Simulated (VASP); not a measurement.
# DyGe3P (P4mm) in VASP: a series of runs, part 2 of 2

VASP 6.6.1. Earlier steps stand in the parts before.

## (3) Single point, PBE

This run uses another cell than the first one, of 22.30 Å³/atom.

Input file INCAR:

```
PREC = Accurate
ENCUT = 500
EDIFF = 1E-6
ISMEAR = 0
SIGMA = 0.1
LREAL = F
LASPH = T
NELM = 200
ALGO = Normal
ISIF = 2
LWAVE = F
LCHARG = T
GGA = PE
LELF = T
LVHAR = T
NBANDS = 36
GGA_COMPAT = F
LMAXMIX = 6
```

Input file KPOINTS:

```
regular mesh
0
Gamma
  10 10 6
```

Input file POSCAR:

```
DyGe3P
1.0
    3.9930145671      0.0000000000      0.0000000000
    0.0000000000      3.9930145671      0.0000000000
    0.0000000000      0.0000000000      6.9941048607
Dy Ge P
1 3 1
Direct
    0.0000000000      0.0000000000      0.7951773280
    0.5000000000      0.5000000000      0.2242047639
    0.0000000000      0.5000000000      0.4645501566
    0.5000000000      0.0000000000      0.4645501566
    0.5000000000      0.5000000000      0.8934176249
```

Potentials or basis: VASP PAW PBE potentials, release 64 (Dy_3, Ge_d, P), 4f in core.

The run is started by

```bash
$ cat potpaw_PBE.64/Dy_3/POTCAR potpaw_PBE.64/Ge_d/POTCAR potpaw_PBE.64/P/POTCAR > POTCAR
$ mpirun -np 1 vasp_std > vasp.out
```

OUTCAR:

```text
PREC = Accurate
   ENCUT = 500
   EDIFF = 1E-6
   ISMEAR = 0
   LREAL = F
   LASPH = T
   NELM = 200
   ISIF = 2
   GGA = PE

 ion  position               nearest neighbor table
   1  0.000  0.000  0.795-   5 2.91   5 2.91   5 2.91   5 2.91   4 3.06   4 3.06   3 3.06   3 3.06

   2  0.500  0.500  0.224-   5 2.31   4 2.61   3 2.61   4 2.61   3 2.61
   3  0.000  0.500  0.465-   2 2.61   2 2.61   4 2.82   4 2.82   4 2.82   4 2.82   1 3.06   1 3.06
[... 1144 lines left out ...]
  Direction    XX          YY          ZZ          XY          YZ          ZX
  --------------------------------------------------------------------------------------
  -------------------------------------------------------------------------------------
  Total        0.0424166      0.0424166      0.0275863      0.0000000      0.0000000      0.0000000
  in kB        0.6094138      0.6094138      0.3963422      0.0000000      0.0000000      0.0000000
  external PRESSURE =       0.5383899 kB  Pullay stress =       0.0000000 kB

 VOLUME and BASIS-vectors are now :
 -----------------------------------------------------------------------------
  energy-cutoff  :      500.00
  volume of cell :      111.52
      direct lattice vectors                 reciprocal lattice vectors
     3.993014567  0.000000000  0.000000000     0.250437353  0.000000000  0.000000000
     0.000000000  3.993014567  0.000000000     0.000000000  0.250437353  0.000000000
     0.000000000  0.000000000  6.994104861     0.000000000  0.000000000  0.142977553

 POSITION                                       TOTAL-FORCE (eV/Angst)
 -----------------------------------------------------------------------------------
      0.00000      0.00000      5.56155         0.000000      0.000000      0.038804
      1.99651      1.99651      1.56811         0.000000     -0.000000     -0.027144
      0.00000      1.99651      3.24911        -0.000000     -0.000000     -0.013537
      1.99651      0.00000      3.24911         0.000000      0.000000     -0.013537
      1.99651      1.99651      6.24866         0.000000      0.000000      0.015413
 -----------------------------------------------------------------------------------
    total drift:                                0.000000      0.000000     -0.005273

  FREE ENERGIE OF THE ION-ELECTRON SYSTEM (eV)
  ---------------------------------------------------
  free  energy   TOTEN  =       -25.3063017848 eV

  energy  without entropy=      -25.2999163436  energy(sigma->0) =      -25.30310906
```

OSZICAR:

```text
N       E                     dE             d eps       ncg     rms          rms(c)
DAV:   1     0.515023343026E+03    0.51502E+03   -0.26360E+04  7032   0.343E+03
DAV:   2     0.671929663179E+02   -0.44783E+03   -0.43614E+03  6048   0.808E+02
DAV:   3    -0.205038863285E+02   -0.87697E+02   -0.86198E+02  6940   0.205E+02
DAV:   4    -0.257684946720E+02   -0.52646E+01   -0.52298E+01  7608   0.573E+01
DAV:   5    -0.258794729513E+02   -0.11098E+00   -0.11079E+00  7492   0.886E+00    0.224E+01
DAV:   6    -0.253527855755E+02    0.52669E+00   -0.11862E+00  8708   0.160E+01    0.134E+01
DAV:   7    -0.253190698203E+02    0.33716E-01   -0.76506E-01  7404   0.483E+00    0.171E+00
DAV:   8    -0.253042613147E+02    0.14809E-01   -0.12510E-01  7460   0.286E+00    0.367E-01
DAV:   9    -0.253055816299E+02   -0.13203E-02   -0.17026E-02  6824   0.990E-01    0.150E-01
DAV:  10    -0.253059312084E+02   -0.34958E-03   -0.11143E-03  8560   0.219E-01    0.931E-02
DAV:  11    -0.253062372412E+02   -0.30603E-03   -0.35435E-04  7660   0.130E-01    0.302E-02
DAV:  12    -0.253062884814E+02   -0.51240E-04   -0.74052E-05  7064   0.885E-02    0.126E-02
DAV:  13    -0.253063004594E+02   -0.11978E-04   -0.18505E-05  6764   0.298E-02    0.328E-03
DAV:  14    -0.253063017200E+02   -0.12606E-05   -0.29071E-06  6240   0.195E-02    0.166E-03
DAV:  15    -0.253063017848E+02   -0.64771E-07   -0.19745E-07  4576   0.478E-03
   1 F= -.25306302E+02 E0= -.25303109E+02  d E =-.638544E-02
```

Wall time 3.9 min (1 thread of Intel Xeon 6975P-C (Granite Rapids), shared host); peak memory 0.42 GiB.

What came out:

```
Free energy            : -25.3063 eV
Pressure               : 0.1 GPa
Largest force          : 0.039 eV/Å
Band gap on the k mesh : zero (bands 28 and 29 overlap by 1.29 eV)
```

Forces in eV/Å, atoms in the order of the input:
```
Dy   0.000  0.000  0.039
Ge   0.000  0.000 -0.027
Ge   0.000  0.000 -0.014
Ge   0.000  0.000 -0.014
P    0.000  0.000  0.015
```

Caveat: spin-orbit coupling is left out, which moves the levels of the heavy elements; the 4f electrons are frozen in the core, so they carry no moment and show no levels.

## (4) Relaxation of cell and atoms, PBE

This run uses another cell than the first one, of 22.24 Å³/atom.

Input file INCAR:

```
SYSTEM = DyGe3P
ALGO     = Normal         ! electronic algorithm
EDIFF    = 1E-7           ! SCF threshold, eV
EDIFFG   = -0.01          ! ionic threshold
ENCUT    = 500            ! plane-wave cutoff, eV
GGA      = PE             ! functional
GGA_COMPAT= .False.      
IBRION   = 2              ! ionic algorithm
ISIF     = 3              ! what is computed and relaxed
ISMEAR   = 0              ! smearing method
LASPH    = .True.         ! aspherical terms in the spheres
LCHARG   = .False.        ! write CHGCAR
LMAXMIX  = 6              ! l up to which the mixer works
LREAL    = .False.        ! projectors in reciprocal space
LWAVE    = .False.        ! write WAVECAR
NELM     = 200            ! most SCF steps
NELMIN   = 4            
NSW      = 100            ! ionic steps
PREC     = Accurate       ! precision mode
SIGMA    = 0.1            ! smearing width, eV
```

Input file KPOINTS:

```
k-points
0
Gamma
  10 10 6
  0 0 0
```

Input file POSCAR:

```
DyGe3P
1.0
    3.9908090502      0.0000000000      0.0000000000
    0.0000000000      3.9908090502      0.0000000000
    0.0000000000      0.0000000000      6.9816445388
Dy Ge P
1 3 1
Direct
    0.0000000000      0.0000000000      0.7967220923
    0.5000000000      0.5000000000      0.2252448031
    0.0000000000      0.5000000000      0.4628044085
    0.5000000000      0.0000000000      0.4628044085
    0.5000000000      0.5000000000      0.8943243175
```

The run is started by

```bash
$ cat potpaw_PBE.64/Dy_3/POTCAR potpaw_PBE.64/Ge_d/POTCAR potpaw_PBE.64/P/POTCAR > POTCAR
$ mpirun -np 1 vasp_std > vasp.out
```

Run time: 13 min. Hardware: 1 thread of Intel Xeon 6975P-C (Granite Rapids), shared host; peak memory 0.42 GiB.

The run converged. Its results:

```yaml
Free_energy: -25.3063 eV
Relaxed_volume: 22.32 Å³/atom
Relaxed_cell: a = 3.994 Å, b = 3.994 Å, c = 6.997 Å, α = 90.00°, β = 90.00°, γ = 90.00°
Space_group_after_relaxing_to_0.1_Å: P4mm (No. 99)
Energy_gained_by_relaxing: 0.5 meV/atom
Ionic_steps: 8
Pressure_after_relaxing: 0.0 GPa
Largest_force_after_relaxing: 0.004 eV/Å
Band_gap_on_the_k_mesh: zero (bands 28 and 29 overlap by 1.29 eV)
```

Forces on the atoms (eV/Å):
```
Dy   0.000  0.000  0.001
Ge   0.000  0.000  0.000
Ge   0.000  0.000  0.001
Ge   0.000  0.000  0.001
P    0.000  0.000 -0.004
```

Step by step:
| step | energy change (eV) | largest force (eV/Å) | pressure (GPa) | volume (Å³) |
| --- | --- | --- | --- | --- |
| 1 | 0.0000 | 0.1680 | 0.34 | 111.19 |
| 2 | -0.0019 | 0.0469 | -0.15 | 111.95 |
| 3 | -0.0020 | 0.0433 | -0.17 | 111.89 |
| 4 | -0.0020 | 0.0446 | -0.14 | 111.86 |
| 5 | -0.0025 | 0.0298 | -0.04 | 111.66 |
| 6 | -0.0025 | 0.0215 | 0.03 | 111.53 |
| 7 | -0.0025 | 0.0228 | 0.03 | 111.55 |
| 8 | -0.0026 | 0.0039 | 0.00 | 111.60 |

Final structure:
```
CELL_PARAMETERS angstrom
3.99355 0.00000 0.00000
0.00000 3.99355 0.00000
0.00000 0.00000 6.99740
ATOMIC_POSITIONS crystal
Dy 0.00000 0.00000 0.79569
Ge 0.50000 0.50000 0.22400
Ge 0.00000 0.50000 0.46426
Ge 0.50000 0.00000 0.46426
P 0.50000 0.50000 0.89369
```

Levels at points of the mesh, in eV from the Fermi level:
```
           k point  band 25  band 26  band 27  band 28  band 29  band 30  band 31  band 32
(0.00, 0.00, 0.00)    -2.34    -1.10    -1.10    -0.28     0.21     1.66     1.66     1.70
(0.50, 0.00, 0.00)    -2.48    -1.64    -0.76    -0.06     0.03     0.50     1.80     2.79
(0.50, 0.50, 0.00)    -3.18    -3.18    -2.13    -2.13     1.45     2.82     3.50     3.54
(0.00, 0.00, 0.50)    -3.04    -1.11    -1.11    -0.53     1.21     1.88     1.88     1.90
(0.50, 0.00, 0.50)    -2.19    -1.58    -1.38    -0.04     0.33     0.55     1.94     2.93
(0.50, 0.50, 0.50)    -3.38    -3.38    -1.54    -1.54    -1.20     1.31     2.21     2.21
```

Caveat: spin-orbit coupling is left out, which moves the levels of the heavy elements; the 4f electrons are frozen in the core, so they carry no moment and show no levels. Spin polarisation is off, so any magnetic state and its effect on volume and gap are missing.

## (5) Overview

```csv
task,cell,k mesh,gap on the mesh (eV),pressure (GPa),relaxed volume (Å³/atom),largest force (eV/Å)
relaxation of cell and atoms,"relaxed from a = 4.250, b = 4.250, c = 5.387 Å, 5 atoms, atomic positions A",4 × 4 × 4,none,-0.1,21.29,0.04
single point,"a = 3.993, b = 3.993, c = 6.994 Å, 5 atoms, atomic positions B",10 × 10 × 6,none,0.1,-,0.04
relaxation of cell and atoms,"relaxed from a = 3.991, b = 3.991, c = 6.982 Å, 5 atoms, atomic positions C",10 × 10 × 6,none,0.0,22.32,-
```

Alike in all rows: level PBE; potentials or basis VASP PAW PBE potentials, release 64 (Dy_3, Ge_d, P), 4f in core; no spin polarisation; cutoff (eV) 500; smearing gaussian 0.1 eV.

Caveats: some runs use coarse meshes; spin-orbit coupling is left out, which moves the levels of the heavy elements; the 4f electrons are frozen in the core, so they carry no moment and show no levels; a cell axis changed by over 15 % at a fixed basis, so the end point is rough (at least some runs).

Absolute energies hang on the potentials; compare differences alone.
